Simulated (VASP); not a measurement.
# Si4B (Pm-3m) in VASP: single point with PBE

Aim: the single point of Si4B with PBE.

Program: VASP 6.6.1. These are calculated values, not measurements. Logs are shortened: lines on timing, memory, paths and dates and some standing lists are left out, and cuts for length are marked.

## (1) The cell of the first run

The structure is cubic, space group Pm-3m (No. 221). The conventional cell has a = 3.999 Å, b = 3.999 Å, c = 3.999 Å, α = 90.00°, β = 90.00°, γ = 90.00°. Si (site symmetry m-3m) has 6 Si at 2.00 Å within 2.6 Å. Within 2.6 Å of Si (site symmetry 4/mmm) lie 2 Si at 2.00 Å. B (site symmetry m-3m) has 20 Si at 2.83 to 3.46 Å within 3.7 Å.

## (2) Single point, PBE

Input file INCAR:

```
SYSTEM = Si4B
  PREC = Accurate
  ENCUT = 520
  EDIFF = 1E-6
  ISMEAR = 0
  SIGMA = 0.1
  LREAL = .FALSE.
  LASPH = .TRUE.
  NELM = 100
  ALGO = Normal
  ISIF = 2
  LWAVE = .FALSE.
  LCHARG = .TRUE.
  GGA = PE
  LELF = .TRUE.
  LVHAR = .TRUE.
  NBANDS = 18
```

Input file KPOINTS:

```
Automatic mesh
0
G
  4 4 4
  0 0 0
```

Input file POSCAR:

```
Si4B
1.0
    3.9989502900      0.0000000000      0.0000000000
    0.0000000000      3.9989502900      0.0000000000
    0.0000000000      0.0000000000      3.9989502900
Si B
4 1
Direct
    0.5000000000      0.5000000000      0.5000000000
    0.0000000000      0.5000000000      0.5000000000
    0.5000000000      0.0000000000      0.5000000000
    0.5000000000      0.5000000000      0.0000000000
    0.0000000000      0.0000000000      0.0000000000
```

Potentials or basis: VASP PAW PBE potentials, release 64 (Si, B).

Command:

```sh
> cat potpaw_PBE.64/Si/POTCAR potpaw_PBE.64/B/POTCAR > POTCAR
> mpirun -np 1 vasp_std > vasp.out
```

OUTCAR:

```text
SYSTEM = Si4B
   PREC = Accurate
   ENCUT = 520
   EDIFF = 1E-6
   ISMEAR = 0
   LREAL = .FALSE.
   LASPH = .TRUE.
   NELM = 100
   ISIF = 2
   GGA = PE

 ion  position               nearest neighbor table
   1  0.500  0.500  0.500-   2 2.00   3 2.00   4 2.00   4 2.00   3 2.00   2 2.00
   2  0.000  0.500  0.500-   1 2.00   1 2.00   4 2.83   4 2.83   3 2.83   3 2.83   3 2.83   4 2.83
                             4 2.83   3 2.83
   3  0.500  0.000  0.500-   1 2.00   1 2.00   4 2.83   4 2.83   2 2.83   2 2.83   4 2.83   4 2.83
                             2 2.83   2 2.83
   4  0.500  0.500  0.000-   1 2.00   1 2.00   3 2.83   2 2.83   2 2.83   3 2.83   3 2.83   3 2.83
                             2 2.83   2 2.83
   5  0.000  0.000  0.000-

  LATTYP: Found a simple cubic cell.
 ALAT       =     3.9989502900

  Lattice vectors:

 A1 = (   3.9989502900,   0.0000000000,   0.0000000000)
 A2 = (   0.0000000000,   3.9989502900,   0.0000000000)
 A3 = (   0.0000000000,   0.0000000000,   3.9989502900)

Analysis of symmetry for initial positions (statically):
=====================================================================
 Subroutine PRICEL returns:
 Original cell was already a primitive cell.

 Routine SETGRP: Setting up the symmetry group for a
 simple cubic supercell.

 Subroutine GETGRP returns: Found 48 space group operations
 (whereof 48 operations were pure point group operations)
 out of a pool of 48 trial point group operations.

The static configuration has the point symmetry O_h .

Analysis of symmetry for dynamics (positions and initial velocities):
=====================================================================
 Subroutine PRICEL returns:
 Original cell was already a primitive cell.

 Routine SETGRP: Setting up the symmetry group for a
 simple cubic supercell.

 Subroutine GETGRP returns: Found 48 space group operations
 (whereof 48 operations were pure point group operations)
 out of a pool of 48 trial point group operations.

The dynamic configuration has the point symmetry O_h .

 Subroutine INISYM returns: Found 48 space group operations
 (whereof 48 operations are pure point group operations),
 and found     1 'primitive' translations

----------------------------------------------------------------------------------------

                                     Primitive cell

  volume of cell :      63.9496

  direct lattice vectors                    reciprocal lattice vectors
     3.998950290  0.000000000  0.000000000     0.250065624  0.000000000  0.000000000
     0.000000000  3.998950290  0.000000000     0.000000000  0.250065624  0.000000000
     0.000000000  0.000000000  3.998950290     0.000000000  0.000000000  0.250065624

  length of vectors
     3.998950290  3.998950290  3.998950290     0.250065624  0.250065624  0.250065624

  position of ions in fractional coordinates (direct lattice)
     0.500000000  0.500000000  0.500000000
     0.000000000  0.500000000  0.500000000
     0.500000000  0.000000000  0.500000000
     0.500000000  0.500000000  0.000000000
     0.000000000  0.000000000  0.000000000

  ion indices of the primitive-cell ions
   primitive index   ion index
                 1           1
                 2           2
                 3           3
                 4           4
                 5           5

----------------------------------------------------------------------------------------

 KPOINTS: Automatic mesh

Automatic generation of k-mesh.
 Grid dimensions read from file:
 generate k-points for:    4    4    4

 Generating k-lattice:

  Cartesian coordinates                     Fractional coordinates (reciprocal lattice)
     0.062516406  0.000000000  0.000000000     0.250000000  0.000000000  0.000000000
     0.000000000  0.062516406  0.000000000     0.000000000  0.250000000  0.000000000
     0.000000000  0.000000000  0.062516406     0.000000000  0.000000000  0.250000000

  Length of vectors
     0.062516406  0.062516406  0.062516406

  Shift w.r.t. Gamma in fractional coordinates (k-lattice)
     0.000000000  0.000000000  0.000000000

 Subroutine IBZKPT returns following result:
 ===========================================

 Found     10 irreducible k-points:

 Following reciprocal coordinates:
            Coordinates               Weight
  0.000000  0.000000  0.000000      1.000000
  0.250000  0.000000  0.000000      6.000000
  0.500000  0.000000  0.000000      3.000000
  0.250000  0.250000  0.000000     12.000000
  0.500000  0.250000  0.000000     12.000000
  0.500000  0.500000  0.000000      3.000000
  0.250000  0.250000  0.250000      8.000000
  0.500000  0.250000  0.250000     12.000000
  0.500000  0.500000  0.250000      6.000000
  0.500000  0.500000  0.500000      1.000000
   k-points           NKPTS =     10   k-points in BZ     NKDIM =     10   number of bands    NBANDS=     18
   number of dos      NEDOS =    301   number of ions     NIONS =      5
   total plane-waves  NPLWV =  27000
   dimension x,y,z NGX =    30 NGY =   30 NGZ =   30
   dimension x,y,z NGXF=    60 NGYF=   60 NGZF=   60
   ions per type =               4   1
   NGX,Y,Z   is equivalent  to a cutoff of  12.47, 12.47, 12.47 a.u.
   NGXF,Y,Z  is equivalent  to a cutoff of  24.94, 24.94, 24.94 a.u.
 SYSTEM =  Si4B
   PREC   = accura    normal or accurate (medium, high low for compatibility)
   ISTART =      0    job   : 0-new  1-cont  2-samecut
   ICHARG =      2    charge: 1-file 2-atom 10-const
   ISPIN  =      1    spin polarized calculation?
   LNONCOLLINEAR =      F non collinear calculations
   LSORBIT =      F    spin-orbit coupling
   LASPH  =      T    aspherical Exc in radial PAW
   ENCUT  =  520.0 eV  38.22 Ry    6.18 a.u.   7.44  7.44  7.44*2*pi/ulx,y,z
   NELM   =    100;   NELMIN=  2; NELMDL= -5     # of ELM steps
   EDIFF  = 0.1E-05   stopping-criterion for ELM
   LREAL  =      F    real-space projection
   EDIFFG = 0.1E-04   stopping-criterion for IOM
   NSW    =      0    number of steps for IOM
   IBRION =     -1    ionic relax: 0-MD 1-quasi-New 2-CG
   NFREE  =      0    steps in history (QN), initial steepest desc. (CG)
   ISIF   =      2    stress and relaxation
   ISYM   =      2    0-nonsym 1-usesym 2-fastsym
   POTIM  = 0.5000    time-step for ionic-motion
   TEBEG  =    0.0;   TEEND  =   0.0 temperature during run
   PSTRESS=    0.0 pullay stress
   NELECT =      19.0000    total number of electrons
   NUPDOWN=      -1.0000    fix difference up-down
   EMIN   =  10.00;   EMAX   =-10.00  energy-range for DOS
   EFERMI =   0.00;   METHOD = LEGACY
   ISMEAR =     0;   SIGMA  =   0.10  broadening in eV -4-tet -1-fermi 0-gaus
   EFERMI_NEDOS =   21; number of points for ismear=-14 and -15
   IALGO  =     38    algorithm
   IMIX   =      4    mixing-type and parameters
     AMIX     =   0.40;   BMIX     =  1.00
     AMIX_MAG =   1.60;   BMIX_MAG =  1.00
  volume/ion in A,a.u.               =      12.79        86.31
  Fermi-wavevector in a.u.,A,eV,Ry     =   1.092396  2.064329 16.236221  1.193329
  Thomas-Fermi vector in A             =   2.228660
   LORBIT       =      0    0 simple, 1 ext, 2 COOP (PROOUT), +10 PAW based schemes
   GGA     = PE    functional components
   LHFCALC =     F    Hartree Fock is set to
   AEXX    =    0.0000 exact exchange contribution
   IVDW    =     0    specifies the selected vdW correction
   LEPSILON=     F    determine dielectric tensor
   LRPA    =     F    only Hartree local field effects (RPA)
 non-spin polarized calculation
 Gauss-broadening in eV      SIGMA  =   0.10
  energy-cutoff  :      520.00
  volume of cell :       63.95
 maximum number of plane-waves:      1750
 NGX is ok and might be reduce to    30
   NGX = 15   NGY = 15   NGZ = 15

 number of electron      19.0000003 magnetization

 Free energy of the ion-electron system (eV)
  ---------------------------------------------------
  ext. energy  EPLUGINS =         0.00000000
  ---------------------------------------------------
  free energy    TOTEN  =       -16.23483544 eV

  energy without entropy =      -16.21477647  energy(sigma->0) =      -16.22480595

 E-fermi :   9.3429     XC(G=0): -11.1655

 val. band max:        9.3080801198   @ k =   0.2500   0.2500   0.0000
 cond. band min:       9.4457008977   @ k =   0.5000   0.5000   0.2500
 fundamental gap:      0.1376207779
 Fermi energy:         9.3429437431

 k-point     1 :       0.0000    0.0000    0.0000
  band No.  band energies     occupation
      1      -6.0358      2.00000
      2       2.3346      2.00000
      3       2.3346      2.00000
      4       2.3346      2.00000
      5       3.4795      2.00000
      6       4.1718      2.00000
[... 10 lines left out ...]
     17      12.8669      0.00000
     18      15.8340      0.00000

 k-point     2 :       0.2500    0.0000    0.0000
  band No.  band energies     occupation
      1      -5.6068      2.00000
      2      -0.3965      2.00000
      3       2.6680      2.00000
      4       2.6680      2.00000
      5       4.1514      2.00000
      6       4.5016      2.00000
[... 10 lines left out ...]
     17      14.8115      0.00000
     18      16.1511      0.00000

 k-point     3 :       0.5000    0.0000    0.0000
  band No.  band energies     occupation
      1      -4.9346      2.00000
      2      -2.0709      2.00000
      3       3.1304      2.00000
      4       3.1304      2.00000
      5       4.9419      2.00000
      6       5.3404      2.00000
[... 10 lines left out ...]
     17      14.0438      0.00000
     18      15.5994      0.00000

 k-point     4 :       0.2500    0.2500    0.0000
  band No.  band energies     occupation
      1      -5.1782      2.00000
      2      -0.0172      2.00000
      3       0.0310      2.00000
      4       2.9835      2.00000
      5       4.2856      2.00000
      6       5.4099      2.00000
[... 81 lines left out ...]
      4       1.1108      2.00000
      5       3.2344      2.00000
      6       4.5439      2.00000
[... 10 lines left out ...]
     17      16.0427      0.00000
     18      16.6599      0.00000

 k-point     9 :       0.5000    0.5000    0.2500
  band No.  band energies     occupation
      1      -3.3982      2.00000
      2      -0.6402      2.00000
      3      -0.6402      2.00000
      4       1.5067      2.00000
      5       2.1405      2.00000
      6       5.0481      2.00000
[... 10 lines left out ...]
     17      16.7399      0.00000
     18      16.7399      0.00000

 k-point    10 :       0.5000    0.5000    0.5000
  band No.  band energies     occupation
      1      -2.6926      2.00000
      2      -0.1260      2.00000
      3      -0.1260      2.00000
      4      -0.1260      2.00000
      5       3.5138      2.00000
      6       3.5138      2.00000
[... 10 lines left out ...]
     17      17.4082      0.00000
     18      17.4082      0.00000

------------------------ aborting loop because EDIFF is reached ----------------------------------------

  FORCE on cell =-STRESS in cart. coord.  units (eV):
  Direction    XX          YY          ZZ          XY          YZ          ZX
  --------------------------------------------------------------------------------------
  -------------------------------------------------------------------------------------
  Total       22.2523988     22.2523988     22.2523988      0.0000000     -0.0000000     -0.0000000
  in kB      557.5058135    557.5058135    557.5058135      0.0000000     -0.0000000     -0.0000000
  external PRESSURE =     557.5058135 kB  Pullay stress =       0.0000000 kB

 VOLUME and BASIS-vectors are now :
 -----------------------------------------------------------------------------
  energy-cutoff  :      520.00
  volume of cell :       63.95
      direct lattice vectors                 reciprocal lattice vectors
     3.998950290  0.000000000  0.000000000     0.250065624  0.000000000  0.000000000
     0.000000000  3.998950290  0.000000000     0.000000000  0.250065624  0.000000000
     0.000000000  0.000000000  3.998950290     0.000000000  0.000000000  0.250065624

 POSITION                                       TOTAL-FORCE (eV/Angst)
 -----------------------------------------------------------------------------------
      1.99948      1.99948      1.99948         0.000000      0.000000      0.000000
      0.00000      1.99948      1.99948         0.000000      0.000000      0.000000
      1.99948      0.00000      1.99948         0.000000      0.000000      0.000000
      1.99948      1.99948      0.00000         0.000000      0.000000      0.000000
      0.00000      0.00000      0.00000         0.000000      0.000000      0.000000
 -----------------------------------------------------------------------------------
    total drift:                                0.000000      0.000000     -0.000000

  FREE ENERGIE OF THE ION-ELECTRON SYSTEM (eV)
  ---------------------------------------------------
  free  energy   TOTEN  =       -16.2348354353 eV

  energy  without entropy=      -16.2147764709  energy(sigma->0) =      -16.22480595
```

Run time: 7.3 s. Hardware: 1 thread of Intel Xeon Platinum 8488C (Sapphire Rapids), shared host; peak memory 0.15 GiB.

Results:

- Free energy: -16.2348 eV
- Pressure: 55.8 GPa

Caveat: the k points lie up to 0.39 Å⁻¹ apart.
